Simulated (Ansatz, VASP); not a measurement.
# Fe in VASP and in Ansatz

The input INCAR:

```
ALGO = Normal ; EDIFF = 1E-6
ENCUT = 600 ; GGA = PE
GGA_COMPAT = False ; ISIF = 2
ISMEAR = -1 ; LASPH = True
LCHARG = True ; LELF = True
LREAL = False ; LVHAR = True
LWAVE = False ; NBANDS = 10
NELM = 120 ; PREC = Accurate
SIGMA = 0.3
```

File KPOINTS:

```
k-points
0
Gamma
  16 16 16
```

Contents of POSCAR:

```
Fe
1.0
   -1.3807996972      1.3807996972      1.3807996972
    1.3807996972     -1.3807996972      1.3807996972
    1.3807996972      1.3807996972     -1.3807996972
Fe
1
Direct
    0.0000000000      0.0000000000      0.0000000000
```

Input for Ansatz:

```yaml
crystal:
  lattice:
    - [-1.3807996972, 1.3807996972, 1.3807996972]
    - [1.3807996972, -1.3807996972, 1.3807996972]
    - [1.3807996972, 1.3807996972, -1.3807996972]
  atoms:
    - { symbol: Fe, position: [0.0, 0.0, 0.0] }
hamiltonian:
  xc: pbe
  pseudopotentials:
    kind: paw
    azcp:
      Fe: "pseudopotentials/Fe.paw.azcp"
basis:
  ecutwfc: 420
  fft_grid_basis: typed
kpoints:
  mp_grid: { grid: [16, 16, 16], shift: [0, 0, 0] }
magnetization:
  spin_polarized: false
scf:
  occupations: { method: fermi_dirac, width: 0.3 }
  lower_state_search: "off"
output:
  stress: true
```

Alike in both runs: task single point; functional PBE; k mesh 16 × 16 × 16; occupations fermi-dirac, width 0.3 eV; no spin polarisation.

|  | VASP | Ansatz |
| --- | --- | --- |
| version | VASP 6.6.1 | Ansatz 0.2.0 |
| potentials or method | VASP PAW PBE potentials, release 64 (Fe), cutoff 600 eV | plane waves (420 eV) with PAW, scalar-relativistic |
| valence electrons in the cell | 8 | 16 |

|  | VASP | Ansatz | Ansatz less VASP |
| --- | --- | --- | --- |
| pressure (GPa) | 5.0 | 5.6 | +0.57 |

VASP's potentials hold 8 valence electrons a cell and Ansatz's 16, so a difference there can come from the potentials and not from the codes.
